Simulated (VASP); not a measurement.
Input of a VASP 6.6.1 run:

The input INCAR:

```
PREC = Accurate
ENCUT = 500
EDIFF = 1E-7
ISMEAR = -1
SIGMA = 0.05
LREAL = F
LASPH = T
NELM = 120
ALGO = Normal
ISIF = 3
LWAVE = F
LCHARG = F
GGA = PE
IBRION = 2
NSW = 60
EDIFFG = -0.03
GGA_COMPAT = F
NELMIN = 4
```

The input KPOINTS:

```
Automatic mesh
0
Gamma
  15 15 15
```

The input POSCAR:

```
Pb
1.0
    0.0000000000      2.4750000000      2.4750000000
    2.4750000000      0.0000000000      2.4750000000
    2.4750000000      2.4750000000      0.0000000000
Pb
1
Direct
    0.0000000000      0.0000000000      0.0000000000
```

Potentials or basis: VASP PAW PBE potentials, release 64 (Pb_d).

Launch:

```sh
$ cat potpaw_PBE.64/Pb_d/POTCAR > POTCAR
$ mpirun -np 1 vasp_std > vasp.out
```

Problem. What does it give for the space group after relaxing (to 0.1 Å)?

Solution. Fm-3m (No. 225).

Problem. Predict the relaxed volume.

Solution. 31.96 Å³/atom.

Problem. Predict the band gap on the k mesh.

Solution. Zero (bands 7 and 8 overlap by 8.44 eV).

Final structure:
```cif
data_structure
_symmetry_space_group_name_H-M 'P 1'
_symmetry_Int_Tables_number 1
_cell_length_a 3.5621
_cell_length_b 3.5621
_cell_length_c 3.5621
_cell_angle_alpha 60.000
_cell_angle_beta 60.000
_cell_angle_gamma 60.000
_cell_volume 31.96
loop_
_atom_site_label
_atom_site_type_symbol
_atom_site_fract_x
_atom_site_fract_y
_atom_site_fract_z
_atom_site_occupancy
Pb1 Pb 0.00000 0.00000 0.00000 1
```

Caveat: spin-orbit coupling is left out, which moves the levels of the heavy elements.
